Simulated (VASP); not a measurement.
# WS2 (R3m) in VASP: further runs

Runs on WS2. Level: PBEsol. Tasks: electric field gradients.

All numbers are computed with VASP 6.6.1; they aren't measurements. Logs are shortened: lines on timing, memory, paths and dates and some standing lists are left out, and cuts for length are marked.

**1. The cell of the first run**

It takes space group R3m (No. 160, trigonal). The conventional cell has a = 3.158 Å, b = 3.158 Å, c = 18.120 Å, α = 90.00°, β = 90.00°, γ = 120.00°. W (site symmetry 3m) has 6 S at 2.37 to 2.39 Å within 3.1 Å. Within 3.1 Å of S (site symmetry 3m) lie 3 W at 2.37 Å and 1 S at 3.07 Å. S (site symmetry 3m) has 3 W at 2.39 Å and 7 S at 3.07 to 3.16 Å within 3.2 Å.

**2. Electric field gradients, PBEsol (zz strain of -2 %)**

INCAR reads:

```
PREC = Accurate
ENCUT = 520
EDIFF = 1E-8
ISMEAR = -1
SIGMA = 0.03
LREAL = False
LASPH = True
NELM = 60
ALGO = Normal
ISIF = 2
LWAVE = False
LCHARG = False
GGA = PS
LEFG = True
NBANDS = 20
```

KPOINTS reads:

```
Automatic mesh
0
Gamma
  15 15 15
```

POSCAR reads:

```
WS2
1.0
    1.5790003843      0.9116362969      6.0400634000
   -1.5790003843      0.9116362969      6.0400634000
    0.0000000000     -1.8232725938      6.0400634000
W S
1 2
Direct
    0.0000000000      0.0000000000      0.0000000000
    0.7503000000      0.7503000000      0.7503000000
    0.5810000000      0.5810000000      0.5810000000
```

Potentials or basis: VASP PAW PBE potentials, release 64 (W_sv, S).

The run is started by

```bash
$ cat potpaw_PBE.64/W_sv/POTCAR potpaw_PBE.64/S/POTCAR > POTCAR
$ mpirun -np 1 vasp_std > vasp.out
```

OUTCAR:

```text
PREC = Accurate
   ENCUT = 520
   EDIFF = 1E-8
   ISMEAR = -1
   LREAL = False
   LASPH = True
   NELM = 60
   ISIF = 2
   GGA = PS

 ion  position               nearest neighbor table
   1  0.000  0.000  0.000-   2 2.37   2 2.37   2 2.37   3 2.39   3 2.39   3 2.39
   2  0.750  0.750  0.750-   1 2.37   1 2.37   1 2.37
   3  0.581  0.581  0.581-   1 2.39   1 2.39   1 2.39

  LATTYP: Found a trigonal (rhomboedric) cell.
 ALAT       =     6.3092542212
 COS(alpha) =     0.8747324991

  Lattice vectors:

 A1 = (   1.5790003843,   0.9116362969,   6.0400634000)
 A2 = (  -1.5790003843,   0.9116362969,   6.0400634000)
 A3 = (   0.0000000000,  -1.8232725938,   6.0400634000)

Analysis of symmetry for initial positions (statically):
=====================================================================
 Subroutine PRICEL returns:
 Original cell was already a primitive cell.

 Routine SETGRP: Setting up the symmetry group for a
 trigonal (rhombohedral) supercell.

 Subroutine GETGRP returns: Found  6 space group operations
 (whereof  6 operations were pure point group operations)
 out of a pool of 12 trial point group operations.

The static configuration has the point symmetry C_3v.

Analysis of symmetry for dynamics (positions and initial velocities):
=====================================================================
 Subroutine PRICEL returns:
 Original cell was already a primitive cell.

 Routine SETGRP: Setting up the symmetry group for a
 trigonal (rhombohedral) supercell.

 Subroutine GETGRP returns: Found  6 space group operations
 (whereof  6 operations were pure point group operations)
 out of a pool of 12 trial point group operations.

The dynamic configuration has the point symmetry C_3v.

 Subroutine INISYM returns: Found  6 space group operations
 (whereof  6 operations are pure point group operations),
 and found     1 'primitive' translations

----------------------------------------------------------------------------------------

                                     Primitive cell

  volume of cell :      52.1671

  direct lattice vectors                    reciprocal lattice vectors
     1.579000384  0.911636297  6.040063400     0.316656034  0.182821447  0.055187059
    -1.579000384  0.911636297  6.040063400    -0.316656034  0.182821447  0.055187059
     0.000000000 -1.823272594  6.040063400     0.000000000 -0.365642893  0.055187059

  length of vectors
     6.309254221  6.309254221  6.309254221     0.369784176  0.369784176  0.369784176

  position of ions in fractional coordinates (direct lattice)
     0.000000000  0.000000000  0.000000000
     0.750300000  0.750300000  0.750300000
     0.581000000  0.581000000  0.581000000

  ion indices of the primitive-cell ions
   primitive index   ion index
                 1           1
                 2           2
                 3           3

----------------------------------------------------------------------------------------

 KPOINTS: Automatic mesh

Automatic generation of k-mesh.
 Grid dimensions read from file:
 generate k-points for:   15   15   15

 Generating k-lattice:

  Cartesian coordinates                     Fractional coordinates (reciprocal lattice)
     0.021110402  0.012188096  0.003679137     0.066666667  0.000000000  0.000000000
    -0.021110402  0.012188096  0.003679137     0.000000000  0.066666667  0.000000000
     0.000000000 -0.024376193  0.003679137     0.000000000  0.000000000  0.066666667

  Length of vectors
     0.024652278  0.024652278  0.024652278

  Shift w.r.t. Gamma in fractional coordinates (k-lattice)
     0.000000000  0.000000000  0.000000000

 Subroutine IBZKPT returns following result:
 ===========================================

 Found    344 irreducible k-points:

 Following reciprocal coordinates:
            Coordinates               Weight
  0.000000  0.000000  0.000000      1.000000
  0.066667 -0.000000  0.000000      6.000000
  0.133333  0.000000  0.000000      6.000000
  0.200000  0.000000  0.000000      6.000000
  0.266667  0.000000  0.000000      6.000000
  0.333333 -0.000000 -0.000000      6.000000
[... 16 lines left out ...]
  0.133333  0.133333  0.000000      6.000000
  0.200000  0.133333 -0.000000     12.000000
 [... further k-points ...]
   k-points           NKPTS =    344   k-points in BZ     NKDIM =    344   number of bands    NBANDS=     20
   number of dos      NEDOS =    301   number of ions     NIONS =      3
   total plane-waves  NPLWV = 110592
   dimension x,y,z NGX =    48 NGY =   48 NGZ =   48
   dimension x,y,z NGXF=    96 NGYF=   96 NGZF=   96
   ions per type =               1   2
   NGX,Y,Z   is equivalent  to a cutoff of  12.65, 12.65, 12.65 a.u.
   NGXF,Y,Z  is equivalent  to a cutoff of  25.30, 25.30, 25.30 a.u.
 SYSTEM =  unknown system
   PREC   = accura    normal or accurate (medium, high low for compatibility)
   ISTART =      0    job   : 0-new  1-cont  2-samecut
   ICHARG =      2    charge: 1-file 2-atom 10-const
   ISPIN  =      1    spin polarized calculation?
   LNONCOLLINEAR =      F non collinear calculations
   LSORBIT =      F    spin-orbit coupling
   LASPH  =      T    aspherical Exc in radial PAW
   ENCUT  =  520.0 eV  38.22 Ry    6.18 a.u.  11.73 11.73 11.73*2*pi/ulx,y,z
   NELM   =     60;   NELMIN=  2; NELMDL= -5     # of ELM steps
   EDIFF  = 0.1E-07   stopping-criterion for ELM
   LREAL  =      F    real-space projection
   EDIFFG = 0.1E-06   stopping-criterion for IOM
   NSW    =      0    number of steps for IOM
   IBRION =     -1    ionic relax: 0-MD 1-quasi-New 2-CG
   NFREE  =      0    steps in history (QN), initial steepest desc. (CG)
   ISIF   =      2    stress and relaxation
   ISYM   =      2    0-nonsym 1-usesym 2-fastsym
   POTIM  = 0.5000    time-step for ionic-motion
   TEBEG  =    0.0;   TEEND  =   0.0 temperature during run
   PSTRESS=    0.0 pullay stress
   NELECT =      26.0000    total number of electrons
   NUPDOWN=      -1.0000    fix difference up-down
   EMIN   =  10.00;   EMAX   =-10.00  energy-range for DOS
   EFERMI =   0.00;   METHOD = LEGACY
   ISMEAR =    -1;   SIGMA  =   0.03  broadening in eV -4-tet -1-fermi 0-gaus
   EFERMI_NEDOS =   21; number of points for ismear=-14 and -15
   IALGO  =     38    algorithm
   IMIX   =      4    mixing-type and parameters
     AMIX     =   0.40;   BMIX     =  1.00
     AMIX_MAG =   1.60;   BMIX_MAG =  1.00
  volume/ion in A,a.u.               =      17.39       117.35
  Fermi-wavevector in a.u.,A,eV,Ry     =   1.297977  2.452821 22.922347  1.684745
  Thomas-Fermi vector in A             =   2.429335
   LORBIT       =      0    0 simple, 1 ext, 2 COOP (PROOUT), +10 PAW based schemes
   GGA     = PS    functional components
   LHFCALC =     F    Hartree Fock is set to
   AEXX    =    0.0000 exact exchange contribution
   IVDW    =     0    specifies the selected vdW correction
   LEPSILON=     F    determine dielectric tensor
   LRPA    =     F    only Hartree local field effects (RPA)
 non-spin polarized calculation
  energy-cutoff  :      520.00
  volume of cell :       52.17
 maximum number of plane-waves:      1423
   NGX = 23   NGY = 23   NGZ = 23

 number of electron      25.9999999 magnetization

 Free energy of the ion-electron system (eV)
  ---------------------------------------------------
  ext. energy  EPLUGINS =         0.00000000
  ---------------------------------------------------
  free energy    TOTEN  =       -25.24027462 eV

  energy without entropy =      -25.24027462  energy(sigma->0) =      -25.24027462

 E-fermi :   8.2418     XC(G=0): -11.2200

 val. band max:        7.8221369783   @ k =   0.4667   0.4667   0.4667
 cond. band min:       8.7445527690   @ k =  -0.2000   0.4667   0.1333
 fundamental gap:      0.9224157908
 Fermi energy:         8.2417574796

 k-point     1 :       0.0000    0.0000    0.0000
  band No.  band energies     occupation
      1     -66.9099      2.00000
      2     -31.1954      2.00000
      3     -31.0214      2.00000
      4     -31.0214      2.00000
      5      -8.1520      2.00000
      6      -5.9668      2.00000
[... 12 lines left out ...]
     19      15.3831      0.00000
     20      16.2648      0.00000
[... 507 lines left out ...]
 k-point    24 :       0.2000    0.1333   -0.0000
  band No.  band energies     occupation
      1     -66.9045      2.00000
      2     -31.1760      2.00000
      3     -31.1249      2.00000
      4     -31.0478      2.00000
      5      -7.6093      2.00000
      6      -5.8723      2.00000
[... 12 lines left out ...]
     19      16.1009      0.00000
     20      16.6025      0.00000

 [... further k-points ...]
[... 5 lines left out ...]
  --------------------------------------------------------------------------------------
  -------------------------------------------------------------------------------------
  Total        0.4996685      0.4996685      2.1736922      0.0000000      0.0000000     -0.0000000
  in kB       15.3460264     15.3460264     66.7593404      0.0000000      0.0000000     -0.0000000
  external PRESSURE =      32.4837978 kB  Pullay stress =       0.0000000 kB

 VOLUME and BASIS-vectors are now :
 -----------------------------------------------------------------------------
  energy-cutoff  :      520.00
  volume of cell :       52.17
      direct lattice vectors                 reciprocal lattice vectors
     1.579000384  0.911636297  6.040063400     0.316656034  0.182821447  0.055187059
    -1.579000384  0.911636297  6.040063400    -0.316656034  0.182821447  0.055187059
     0.000000000 -1.823272594  6.040063400     0.000000000 -0.365642893  0.055187059

 POSITION                                       TOTAL-FORCE (eV/Angst)
 -----------------------------------------------------------------------------------
      0.00000      0.00000      0.00000         0.000000      0.000000     -0.628658
      0.00000      0.00000     13.59558         0.000000     -0.000000      0.902086
      0.00000      0.00000     10.52783         0.000000      0.000000     -0.273428
 -----------------------------------------------------------------------------------
    total drift:                                0.000000      0.000000      0.000070

  FREE ENERGIE OF THE ION-ELECTRON SYSTEM (eV)
  ---------------------------------------------------
  free  energy   TOTEN  =       -25.2402746223 eV

  energy  without entropy=      -25.2402746210  energy(sigma->0) =      -25.24027462

 Electric field gradients (V/A^2)
---------------------------------------------------------------------
 ion       V_xx      V_yy      V_zz      V_xy      V_xz      V_yz
---------------------------------------------------------------------
   1      84.384    84.384  -168.768     0.000     0.000    -0.000
   2      27.267    27.267   -54.535    -0.000     0.000    -0.000
   3      23.500    23.500   -47.000    -0.000     0.000     0.000
---------------------------------------------------------------------

 Electric field gradients after diagonalization (V/A^2)
 (convention: |V_zz| > |V_xx| > |V_yy|)
----------------------------------------------------------------------
 ion       V_xx      V_yy      V_zz     asymmetry (V_yy - V_xx)/ V_zz
----------------------------------------------------------------------
   1      84.384    84.384  -168.768       0.000
   2      27.267    27.267   -54.535       0.000
   3      23.500    23.500   -47.000       0.000
----------------------------------------------------------------------

           NMR quadrupolar parameters

 Cq : quadrupolar parameter    Cq=e*Q*V_zz/h
 eta: asymmetry parameters     (V_yy - V_xx)/ V_zz
 Q  : nuclear electric quadrupole moment in mb (millibarn)
----------------------------------------------------------------------
 ion       Cq(MHz)       eta       Q (mb)
----------------------------------------------------------------------
   1      -0.408       0.000       1.000
   2      -0.132       0.000       1.000
   3      -0.114       0.000       1.000
----------------------------------------------------------------------
```

It took 15 min on 1 thread of Intel Xeon 6975P-C, shared host; peak memory 0.56 GiB.

Results:

- Free energy: -25.2403 eV
- Pressure: 3.2 GPa
- Largest force: 0.902 eV/Å
- Band gap on the k mesh: 0.92 eV, indirect (least direct gap 1.81 eV)

Forces in eV/Å, atoms in the order of the input:
```
W    0.000  0.000 -0.629
S    0.000  0.000  0.902
S    0.000  0.000 -0.273
```

Levels at points of the mesh, in eV from the valence-band top:
```tsv
k point	band 10	band 11	band 12	band 13	band 14	band 15	band 16	band 17
(0.00, 0.00, 0.00)	-2.61	-2.61	-1.56	-1.28	2.02	2.02	2.49	2.49
```

Electric field gradients, principal values (V/Å²):
```csv
atom,least,middle,greatest (by size)
1 W,84.384,84.384,-168.768
2 S,27.267,27.267,-54.535
3 S,23.500,23.500,-47.000
```

Caveat: the cell differs from its parent crystal (zz strain of -2 %); without QUAD_EFG the Cq values of the log hold for a quadrupole moment of 1 mb, not for the nuclei; the PAW data sets were made with another functional, which shifts forces and pressure a little; spin-orbit coupling is left out, which moves the levels of the heavy elements.

**3. Electric field gradients, PBEsol (zz strain of -2 %)**

INCAR reads:

```
SYSTEM = WS2
  PREC = Accurate
  ENCUT = 520
  EDIFF = 1E-8
  ISMEAR = -1
  SIGMA = 0.03
  LREAL = .FALSE.
  LASPH = .TRUE.
  NELM = 100
  ALGO = Normal
  ISIF = 2
  LWAVE = .FALSE.
  LCHARG = .FALSE.
  GGA = PS
  LEFG = .TRUE.
  NBANDS = 20
```

KPOINTS reads:

```
regular mesh
0
G
  15 15 15
  0 0 0
```

POSCAR is that of step 2.

Potentials or basis: VASP PAW PBE potentials, release 64 (W_sv, S).

The run is started by

```bash
$ cat potpaw_PBE.64/W_sv/POTCAR potpaw_PBE.64/S/POTCAR > POTCAR
$ mpirun -np 1 vasp_std > vasp.out
```

OUTCAR:

```text
SYSTEM = WS2
   PREC = Accurate
   ENCUT = 520
   EDIFF = 1E-8
   ISMEAR = -1
   LREAL = .FALSE.
   LASPH = .TRUE.
   NELM = 100
   ISIF = 2
   GGA = PS

 ion  position               nearest neighbor table
   1  0.000  0.000  0.000-   2 2.37   2 2.37   2 2.37   3 2.39   3 2.39   3 2.39
   2  0.750  0.750  0.750-   1 2.37   1 2.37   1 2.37
   3  0.581  0.581  0.581-   1 2.39   1 2.39   1 2.39

  LATTYP: Found a trigonal (rhomboedric) cell.
 ALAT       =     6.3092542212
 COS(alpha) =     0.8747324991

  Lattice vectors:

 A1 = (   1.5790003843,   0.9116362969,   6.0400634000)
 A2 = (  -1.5790003843,   0.9116362969,   6.0400634000)
 A3 = (   0.0000000000,  -1.8232725938,   6.0400634000)

Analysis of symmetry for initial positions (statically):
=====================================================================
 Subroutine PRICEL returns:
 Original cell was already a primitive cell.

 Routine SETGRP: Setting up the symmetry group for a
 trigonal (rhombohedral) supercell.

 Subroutine GETGRP returns: Found  6 space group operations
 (whereof  6 operations were pure point group operations)
 out of a pool of 12 trial point group operations.

The static configuration has the point symmetry C_3v.

Analysis of symmetry for dynamics (positions and initial velocities):
=====================================================================
 Subroutine PRICEL returns:
 Original cell was already a primitive cell.

 Routine SETGRP: Setting up the symmetry group for a
 trigonal (rhombohedral) supercell.

 Subroutine GETGRP returns: Found  6 space group operations
 (whereof  6 operations were pure point group operations)
[... 157 lines left out ...]

 k-point     1 :       0.0000    0.0000    0.0000
  band No.  band energies     occupation
      1     -66.9099      2.00000
      2     -31.1954      2.00000
      3     -31.0214      2.00000
      4     -31.0214      2.00000
      5      -8.1520      2.00000
      6      -5.9668      2.00000
[... 541 lines left out ...]
     19      16.1009      0.00000
     20      16.6025      0.00000

 [... further k-points ...]
[... 5 lines left out ...]
  --------------------------------------------------------------------------------------
  -------------------------------------------------------------------------------------
  Total        0.4996685      0.4996685      2.1736922      0.0000000      0.0000000     -0.0000000
  in kB       15.3460264     15.3460264     66.7593404      0.0000000      0.0000000     -0.0000000
  external PRESSURE =      32.4837978 kB  Pullay stress =       0.0000000 kB

 VOLUME and BASIS-vectors are now :
 -----------------------------------------------------------------------------
  energy-cutoff  :      520.00
  volume of cell :       52.17
      direct lattice vectors                 reciprocal lattice vectors
     1.579000384  0.911636297  6.040063400     0.316656034  0.182821447  0.055187059
    -1.579000384  0.911636297  6.040063400    -0.316656034  0.182821447  0.055187059
     0.000000000 -1.823272594  6.040063400     0.000000000 -0.365642893  0.055187059

 POSITION                                       TOTAL-FORCE (eV/Angst)
 -----------------------------------------------------------------------------------
      0.00000      0.00000      0.00000         0.000000      0.000000     -0.628658
      0.00000      0.00000     13.59558         0.000000     -0.000000      0.902086
      0.00000      0.00000     10.52783         0.000000      0.000000     -0.273428
 -----------------------------------------------------------------------------------
    total drift:                                0.000000      0.000000      0.000070

  FREE ENERGIE OF THE ION-ELECTRON SYSTEM (eV)
  ---------------------------------------------------
  free  energy   TOTEN  =       -25.2402746223 eV

  energy  without entropy=      -25.2402746210  energy(sigma->0) =      -25.24027462

 Electric field gradients (V/A^2)
---------------------------------------------------------------------
 ion       V_xx      V_yy      V_zz      V_xy      V_xz      V_yz
---------------------------------------------------------------------
   1      84.384    84.384  -168.768     0.000     0.000    -0.000
   2      27.267    27.267   -54.535    -0.000     0.000    -0.000
   3      23.500    23.500   -47.000    -0.000     0.000     0.000
---------------------------------------------------------------------

 Electric field gradients after diagonalization (V/A^2)
 (convention: |V_zz| > |V_xx| > |V_yy|)
----------------------------------------------------------------------
 ion       V_xx      V_yy      V_zz     asymmetry (V_yy - V_xx)/ V_zz
----------------------------------------------------------------------
   1      84.384    84.384  -168.768       0.000
   2      27.267    27.267   -54.535       0.000
   3      23.500    23.500   -47.000       0.000
----------------------------------------------------------------------

           NMR quadrupolar parameters

 Cq : quadrupolar parameter    Cq=e*Q*V_zz/h
 eta: asymmetry parameters     (V_yy - V_xx)/ V_zz
 Q  : nuclear electric quadrupole moment in mb (millibarn)
----------------------------------------------------------------------
 ion       Cq(MHz)       eta       Q (mb)
----------------------------------------------------------------------
   1      -0.408       0.000       1.000
   2      -0.132       0.000       1.000
   3      -0.114       0.000       1.000
----------------------------------------------------------------------
```

Wall time 16 min (1 thread of Intel Xeon 6975P-C, shared host); peak memory 0.56 GiB.

Results:

- Free energy: -25.2403 eV
- Pressure: 3.2 GPa
- Largest force: 0.902 eV/Å
- Band gap on the k mesh: 0.92 eV, indirect (least direct gap 1.81 eV)

Forces on the atoms (eV/Å):
```
W    0.000  0.000 -0.629
S    0.000  0.000  0.902
S    0.000  0.000 -0.273
```

Levels at points of the mesh, in eV from the valence-band top:
```tsv
k point	band 9	band 10	band 11	band 12	band 13	band 14	band 15	band 16	band 17	band 18
(0.00, 0.00, 0.00)	-3.91	-2.61	-2.61	-1.56	-1.28	2.02	2.02	2.49	2.49	4.46
```

Electric field gradients, principal values (V/Å²):
```csv
atom,least,middle,greatest (by size)
1 W,84.384,84.384,-168.768
2 S,27.267,27.267,-54.535
3 S,23.500,23.500,-47.000
```

Caveat: the cell differs from its parent crystal (zz strain of -2 %); without QUAD_EFG the Cq values of the log hold for a quadrupole moment of 1 mb, not for the nuclei; the PAW data sets were made with another functional, which shifts forces and pressure a little; spin-orbit coupling is left out, which moves the levels of the heavy elements. A k mesh can miss the band edges.

(Continued in part 2 of 3.)
